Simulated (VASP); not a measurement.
Write the native input for VASP 6.6.1 that does the following.

| Item | Value |
| --- | --- |
| Task | electric field gradients |
| Functional | r2SCAN |
| Potentials or basis | VASP PAW PBE potentials, release 64 (B) |
| Cutoff | 460 eV |
| k mesh | 6 × 6 × 6 |
| Occupations | gaussian, width 0.01 eV |
| Spin | no spin polarisation |
| Dipole correction | no |
| Further INCAR settings | ALGO = Normal; EDIFF = 1e-07; NBANDS = 30 |

The system is B.

```
CELL_PARAMETERS angstrom
2.45895 1.41968 4.19350
-2.45895 1.41968 4.19350
0.00000 -2.83935 4.19350
ATOMIC_POSITIONS crystal
B 0.01019 0.65361 0.01019
B 0.01019 0.01019 0.65361
B 0.65361 0.01019 0.01019
B 0.98981 0.34639 0.98981
B 0.34639 0.98981 0.98981
B 0.98981 0.98981 0.34639
B 0.22118 0.63060 0.22118
B 0.22118 0.22118 0.63060
B 0.63060 0.22118 0.22118
B 0.77882 0.36940 0.77882
B 0.36940 0.77882 0.77882
B 0.77882 0.77882 0.36940
```

These files were run (other wordings do the same):

POSCAR

```
B
1.0
    2.4589500000      1.4196754444      4.1935000000
   -2.4589500000      1.4196754444      4.1935000000
    0.0000000000     -2.8393508888      4.1935000000
B
12
Direct
    0.0101900000      0.6536100000      0.0101900000
    0.0101900000      0.0101900000      0.6536100000
    0.6536100000      0.0101900000      0.0101900000
    0.9898100000      0.3463900000      0.9898100000
    0.3463900000      0.9898100000      0.9898100000
    0.9898100000      0.9898100000      0.3463900000
    0.2211800000      0.6306000000      0.2211800000
    0.2211800000      0.2211800000      0.6306000000
    0.6306000000      0.2211800000      0.2211800000
    0.7788200000      0.3694000000      0.7788200000
    0.3694000000      0.7788200000      0.7788200000
    0.7788200000      0.7788200000      0.3694000000
```

INCAR.step1

```
PREC = Accurate ; ENCUT = 460
ISMEAR = 0 ; SIGMA = 0.01
LREAL = False ; LASPH = True
NELM = 120 ; NBANDS = 30
GGA = PE ; ALGO = Normal
EDIFF = 1E-5 ; LWAVE = True
LCHARG = False ; GGA_COMPAT = False
```

INCAR.step2

```
PREC = Accurate ; ENCUT = 460
EDIFF = 1E-7 ; ISMEAR = 0
SIGMA = 0.01 ; LREAL = False
LASPH = True ; NELM = 120
ALGO = Normal ; ISIF = 2
LWAVE = False ; LCHARG = False
METAGGA = R2SCAN ; LMIXTAU = True
LEFG = True ; NBANDS = 30
ISTART = 1 ; GGA_COMPAT = False
```

KPOINTS

```
Automatic mesh
0
Gamma
  6 6 6
```

Potentials or basis: VASP PAW PBE potentials, release 64 (B).

The run is started by

```bash
$ cat potpaw_PBE.64/B/POTCAR > POTCAR
$ cp INCAR.step1 INCAR
$ mpirun -np 1 vasp_std > vasp.out
$ cp INCAR.step2 INCAR
$ mpirun -np 1 vasp_std > vasp.out
```

It gave:

| Item | Value |
| --- | --- |
| Pressure | -3.4 GPa |
| Largest force | 0.230 eV/Å |
| Band gap on the k mesh | 1.53 eV, indirect (least direct gap 1.97 eV) |

Caveat: without QUAD_EFG the Cq values of the log hold for a quadrupole moment of 1 mb, not for the nuclei; the PAW data sets were made with another functional, which shifts forces and pressure a little.

Run time: 2.8 min on 1 thread of Intel(R) Xeon(R) Platinum 8488C (Sapphire Rapids), with other jobs on the host, peak memory 0.22 GiB.
